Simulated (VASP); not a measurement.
# MnAl3 (Fm-3m) in VASP: notebook

Runs on MnAl3. Level: PBEsol. Tasks: single point.

Program: VASP 6.6.1. These are calculated values, not measurements. Logs are shortened: lines on timing, memory, paths and dates and some standing lists are left out, and cuts for length are marked.

## Step 1: The cell of the first run

Symmetry: Fm-3m, No. 225, cubic system. The conventional cell has a = 6.062 Å, b = 6.062 Å, c = 6.062 Å, α = 90.00°, β = 90.00°, γ = 90.00°. Within 3.5 Å of Al (site symmetry -43m) lie 10 Al at 2.63 to 3.03 Å and 4 Mn at 2.63 Å. Within 3.5 Å of Al (site symmetry m-3m) lie 8 Al at 2.63 Å and 6 Mn at 3.03 Å. Within 3.5 Å of Mn (site symmetry m-3m) lie 14 Al at 2.63 to 3.03 Å.

## Step 2: Single point, PBEsol, collinear spin, ferromagnetic start

Input file INCAR:

```
  ALGO = Fast
  EDIFF = 1E-6
  ENCUT = 520
  GGA = PS
  ISIF = 2
  ISMEAR = 0
  ISPIN = 2
  LASPH = True
  LCHARG = True
  LELF = True
  LMAXMIX = 4
  LORBIT = 11
  LREAL = False
  LVHAR = True
  LWAVE = False
  MAGMOM = 0 0 0 4
  NBANDS = 23
  NELM = 150
  PREC = Accurate
  SIGMA = 0.1
```

Input file KPOINTS:

```
k-points
0
Gamma
  6 6 6
```

Input file POSCAR:

```
MnAl3
1.0
    0.0000000000      3.0311567796      3.0311567796
    3.0311567796      0.0000000000      3.0311567796
    3.0311567796      3.0311567796      0.0000000000
Al Mn
3 1
Direct
    0.2500000000      0.2500000000      0.2500000000
    0.7500000000      0.7500000000      0.7500000000
    0.5000000000      0.5000000000      0.5000000000
    0.0000000000      0.0000000000      0.0000000000
```

Potentials or basis: VASP PAW PBE potentials, release 64 (Al, Mn_pv).

On the command line:

```console
$ cat potpaw_PBE.64/Al/POTCAR potpaw_PBE.64/Mn_pv/POTCAR > POTCAR
$ mpirun -np 1 vasp_std > vasp.out
```

OUTCAR:

```text
EDIFF = 1E-6
   ENCUT = 520
   GGA = PS
   ISIF = 2
   ISMEAR = 0
   ISPIN = 2
   LASPH = True
   LORBIT = 11
   LREAL = False
   NELM = 150
   PREC = Accurate

 ion  position               nearest neighbor table
   1  0.250  0.250  0.250-   4 2.63   4 2.63   4 2.63   3 2.63   4 2.63   3 2.63   3 2.63   3 2.63
                             2 3.03   2 3.03   2 3.03   2 3.03   2 3.03   2 3.03
   2  0.750  0.750  0.750-   3 2.63   3 2.63   3 2.63   3 2.63   4 2.63   4 2.63   4 2.63   4 2.63
                             1 3.03   1 3.03   1 3.03   1 3.03   1 3.03   1 3.03
   3  0.500  0.500  0.500-   1 2.63   1 2.63   1 2.63   1 2.63   2 2.63   2 2.63   2 2.63   2 2.63
                             4 3.03   4 3.03   4 3.03   4 3.03   4 3.03   4 3.03
   4  0.000  0.000  0.000-   2 2.63   2 2.63   2 2.63   1 2.63   2 2.63   1 2.63   1 2.63   1 2.63
                             3 3.03   3 3.03   3 3.03   3 3.03   3 3.03   3 3.03

  LATTYP: Found a face centered cubic cell.
 ALAT       =     6.0623135592

  Lattice vectors:

 A1 = (   0.0000000000,   3.0311567796,   3.0311567796)
 A2 = (   3.0311567796,   0.0000000000,   3.0311567796)
 A3 = (   3.0311567796,   3.0311567796,   0.0000000000)

Analysis of symmetry for initial positions (statically):
=====================================================================
 Subroutine PRICEL returns:
 Original cell was already a primitive cell.

 Routine SETGRP: Setting up the symmetry group for a
 face centered cubic supercell.

 Subroutine GETGRP returns: Found 48 space group operations
 (whereof 48 operations were pure point group operations)
 out of a pool of 48 trial point group operations.

The static configuration has the point symmetry O_h .

Analysis of symmetry for dynamics (positions and initial velocities):
=====================================================================
 Subroutine PRICEL returns:
 Original cell was already a primitive cell.

 Routine SETGRP: Setting up the symmetry group for a
 face centered cubic supercell.

 Subroutine GETGRP returns: Found 48 space group operations
 (whereof 48 operations were pure point group operations)
 out of a pool of 48 trial point group operations.

The dynamic configuration has the point symmetry O_h .

Analysis of structural, dynamic, and magnetic symmetry:
=====================================================================
 Subroutine PRICEL returns:
 Original cell was already a primitive cell.

 Routine SETGRP: Setting up the symmetry group for a
 face centered cubic supercell.

[... 125 lines left out ...]
   LHFCALC =     F    Hartree Fock is set to
   AEXX    =    0.0000 exact exchange contribution
   IVDW    =     0    specifies the selected vdW correction
   LEPSILON=     F    determine dielectric tensor
   LRPA    =     F    only Hartree local field effects (RPA)
 spin polarized calculation
 RMM-DIIS sequential band-by-band and
 Gauss-broadening in eV      SIGMA  =   0.10
  energy-cutoff  :      520.00
  volume of cell :       55.70
 maximum number of plane-waves:      1524
   NGX = 15   NGY = 15   NGZ = 15

 number of electron      22.0000002 magnetization       1.1770315

 Free energy of the ion-electron system (eV)
  ---------------------------------------------------
  ext. energy  EPLUGINS =         0.00000000
  ---------------------------------------------------
  free energy    TOTEN  =       -21.62696569 eV

  energy without entropy =      -21.60367631  energy(sigma->0) =      -21.61532100

 E-fermi :   9.1623     XC(G=0): -11.3144

 val. band max:        9.1490093562   @ k =   0.5000   0.1667   0.0000
 cond. band min:       9.1640890805   @ k =   0.5000   0.3333   0.1667
 fundamental gap:      0.0150797244
 Fermi energy:         9.1622679315

 spin component 1

 k-point     1 :       0.0000    0.0000    0.0000
  band No.  band energies     occupation
      1     -38.7067      1.00000
      2     -38.7067      1.00000
      3     -38.7067      1.00000
      4      -2.1274      1.00000
      5       6.3003      1.00000
      6       6.3003      1.00000
[... 405 lines left out ...]
     22      20.1512      0.00000
     23      20.2239      0.00000
 Fermi energy:         9.1622679315

 spin component 2

 k-point     1 :       0.0000    0.0000    0.0000
  band No.  band energies     occupation
      1     -37.4672      1.00000
      2     -37.4672      1.00000
      3     -37.4672      1.00000
      4      -2.1179      1.00000
      5       6.7021      1.00000
      6       6.7021      1.00000
[... 405 lines left out ...]
     22      20.2679      0.00000
     23      20.2858      0.00000

------------------------ aborting loop because EDIFF is reached ----------------------------------------

  FORCE on cell =-STRESS in cart. coord.  units (eV):
  Direction    XX          YY          ZZ          XY          YZ          ZX
  --------------------------------------------------------------------------------------
  -------------------------------------------------------------------------------------
  Total       -0.9694457     -0.9694457     -0.9694457      0.0000000      0.0000000      0.0000000
  in kB      -27.8855283    -27.8855283    -27.8855283      0.0000000      0.0000000      0.0000000
  external PRESSURE =     -27.8855283 kB  Pullay stress =       0.0000000 kB

 VOLUME and BASIS-vectors are now :
 -----------------------------------------------------------------------------
  energy-cutoff  :      520.00
  volume of cell :       55.70
      direct lattice vectors                 reciprocal lattice vectors
     0.000000000  3.031156780  3.031156780    -0.164953526  0.164953526  0.164953526
     3.031156780  0.000000000  3.031156780     0.164953526 -0.164953526  0.164953526
     3.031156780  3.031156780  0.000000000     0.164953526  0.164953526 -0.164953526

 POSITION                                       TOTAL-FORCE (eV/Angst)
 -----------------------------------------------------------------------------------
      1.51558      1.51558      1.51558        -0.000000     -0.000000      0.000000
      4.54674      4.54674      4.54674         0.000000      0.000000     -0.000000
      3.03116      3.03116      3.03116         0.000000      0.000000      0.000000
      0.00000      0.00000      0.00000         0.000000      0.000000      0.000000
 -----------------------------------------------------------------------------------
    total drift:                                0.000000     -0.000000      0.000000

  FREE ENERGIE OF THE ION-ELECTRON SYSTEM (eV)
  ---------------------------------------------------
  free  energy   TOTEN  =       -21.6269656885 eV

  energy  without entropy=      -21.6036763089  energy(sigma->0) =      -21.61532100

 total charge

# of ion       s       p       d       tot
------------------------------------------
    1        0.394   0.401   0.000   0.796
    2        0.394   0.401   0.000   0.796
    3        0.389   0.399   0.000   0.789
    4        0.337   6.234   5.256  11.827
--------------------------------------------------
tot          1.515   7.436   5.256  14.208

 magnetization (x)

# of ion       s       p       d       tot
------------------------------------------
    1       -0.013  -0.010   0.000  -0.023
    2       -0.013  -0.010   0.000  -0.023
    3       -0.011  -0.006   0.000  -0.017
    4        0.003   0.033   1.191   1.226
--------------------------------------------------
tot         -0.034   0.007   1.191   1.163
```

OSZICAR:

```text
N       E                     dE             d eps       ncg     rms          rms(c)
DAV:   1     0.124466628575E+03    0.12447E+03   -0.10984E+04  1512   0.922E+02
DAV:   2    -0.188821054035E+02   -0.14335E+03   -0.13704E+03  1584   0.247E+02
DAV:   3    -0.237982779153E+02   -0.49162E+01   -0.48731E+01  1776   0.483E+01
DAV:   4    -0.238666681826E+02   -0.68390E-01   -0.68371E-01  1675   0.575E+00
DAV:   5    -0.238685629270E+02   -0.18947E-02   -0.18947E-02  1797   0.965E-01    0.194E+01
RMM:   6    -0.364647718989E+02   -0.12596E+02   -0.43011E+01  1800   0.459E+01    0.401E+01
RMM:   7    -0.216106619708E+02    0.14854E+02   -0.11191E+01  1576   0.221E+01    0.385E+00
RMM:   8    -0.216888500007E+02   -0.78188E-01   -0.31156E-01  1553   0.328E+00    0.250E+00
RMM:   9    -0.216460908333E+02    0.42759E-01   -0.95388E-02  1649   0.140E+00    0.184E+00
RMM:  10    -0.216292125598E+02    0.16878E-01   -0.30198E-02  1679   0.114E+00    0.640E-01
RMM:  11    -0.216270381112E+02    0.21744E-02   -0.27963E-03  1678   0.345E-01    0.240E-01
RMM:  12    -0.216270018396E+02    0.36272E-04   -0.59548E-04  1726   0.163E-01    0.148E-01
RMM:  13    -0.216269590127E+02    0.42827E-04   -0.17898E-04  1741   0.897E-02    0.582E-02
RMM:  14    -0.216269671214E+02   -0.81087E-05   -0.44092E-05  1980   0.454E-02    0.482E-02
RMM:  15    -0.216269657466E+02    0.13748E-05   -0.95750E-06  1823   0.225E-02    0.124E-02
RMM:  16    -0.216269656885E+02    0.58020E-07   -0.33117E-06  1534   0.123E-02
   1 F= -.21626966E+02 E0= -.21615321E+02  d E =-.232894E-01  mag=     1.1768
```

stdout:

```text
POSCAR found type information on POSCAR AlMn
 POSCAR found :  2 types and       4 ions
 scaLAPACK will be used
 -----------------------------------------------------------------------------
|                                                                             |
|                                                                             |
|     You enforced a specific xc type in the INCAR file but a different       |
|     I HOPE YOU KNOW WHAT YOU ARE DOING!                                     |
|                                                                             |
 -----------------------------------------------------------------------------

 LDA part: xc-table for (Slater+PW92), standard interpolation
 POSCAR, INCAR and KPOINTS ok, starting setup
 FFT: planning ... GRIDC
 FFT: planning ... GRID_SOFT
 FFT: planning ... GRID
 WAVECAR not read
 entering main loop
```

Wall time 20 s (1 thread of Intel Xeon 6975P-C (Granite Rapids), shared host); peak memory 0.2 GiB.

Results:

* Free energy: -21.6270 eV
* Pressure: -2.8 GPa
* Net moment: 1.18 μB per cell
* Site moments: Al -0.02; Mn +1.23 μB
* Valence electrons inside the program's atomic spheres: Al 0.80, 0.79 (each value once); Mn 11.83

Levels at points of the mesh, in eV from the Fermi level:
Spin up:
```
           k point  band 10  band 11  band 12  band 13  band 14  band 15
(0.00, 0.00, 0.00)    -0.04    -0.04    -0.04     1.85     2.75     2.75
(0.50, 0.00, 0.00)    -1.16    -0.45    -0.45    -0.08     1.66     1.66
(0.50, 0.50, 0.00)    -1.07    -1.07    -1.07     0.55     1.62     6.88
```
Spin down:
| k point | band 7 | band 8 | band 9 | band 10 | band 11 | band 12 | band 13 | band 14 |
| --- | --- | --- | --- | --- | --- | --- | --- | --- |
| (0.00, 0.00, 0.00) | -2.46 | -0.63 | -0.63 | -0.04 | -0.04 | -0.04 | 1.77 | 3.32 |
| (0.50, 0.00, 0.00) | -2.90 | -0.65 | -0.40 | -0.40 | -0.22 | -0.22 | -0.14 | 2.47 |
| (0.50, 0.50, 0.00) | -3.81 | -3.81 | -2.00 | -0.18 | -0.18 | 0.08 | 1.60 | 2.43 |

Caveat: the PAW data sets were made with another functional, which shifts forces and pressure a little.

## Step 3: Single point, PBEsol

This run uses another cell than the first one, of 13.42 Å³/atom.

Input file INCAR:

```
SYSTEM = MnAl3
PREC = Accurate ; ENCUT = 520
EDIFF = 1E-6 ; ISMEAR = 0
SIGMA = 0.1 ; LREAL = .False.
LASPH = .True. ; NELM = 100
ALGO = Fast ; ISIF = 2
LWAVE = .False. ; LCHARG = .True.
GGA = PS ; LELF = .True.
LVHAR = .True. ; NBANDS = 19
```

Input file KPOINTS:

```
regular mesh
0
Gamma
  12 12 12
  0 0 0
```

Input file POSCAR:

```
MnAl3
1.0
    0.0000000000      2.9944283458      2.9944283458
    2.9944283458      0.0000000000      2.9944283458
    2.9944283458      2.9944283458      0.0000000000
Al Mn
3 1
Direct
    0.2500000000      0.2500000000      0.2500000000
    0.7500000000      0.7500000000      0.7500000000
    0.5000000000      0.5000000000      0.5000000000
    0.0000000000      0.0000000000      0.0000000000
```

Potentials or basis: VASP PAW PBE potentials, release 64 (Al, Mn_pv).

On the command line:

```console
$ cat potpaw_PBE.64/Al/POTCAR potpaw_PBE.64/Mn_pv/POTCAR > POTCAR
$ mpirun -np 1 vasp_std > vasp.out
```

It took 29 s on 1 thread of Intel Xeon 6975P-C (Granite Rapids), shared host; peak memory 0.21 GiB.

It converged, with:

| Item | Value |
| --- | --- |
| Free energy | -21.5926 eV |
| Pressure | 0.0 GPa |
| Band gap on the k mesh | zero (bands 11 and 12 overlap by 1.24 eV) |

Levels at points of the mesh, in eV from the Fermi level:
```tsv
k point	band 7	band 8	band 9	band 10	band 11	band 12	band 13	band 14	band 15	band 16
(0.00, 0.00, 0.00)	-2.60	-1.00	-1.00	0.04	0.04	0.04	2.20	3.30	3.30	4.34
(0.50, 0.00, 0.00)	-3.03	-0.84	-0.54	-0.54	-0.33	-0.33	0.11	2.30	2.30	4.49
(0.50, 0.50, 0.00)	-3.79	-3.79	-2.07	-0.46	-0.46	-0.35	1.32	2.33	7.12	7.12
```

Caveat: the PAW data sets were made with another functional, which shifts forces and pressure a little; the run has no spin polarisation, though such a crystal can be magnetic. Spin polarisation is off, so any magnetic state and its effect on volume and gap are missing.
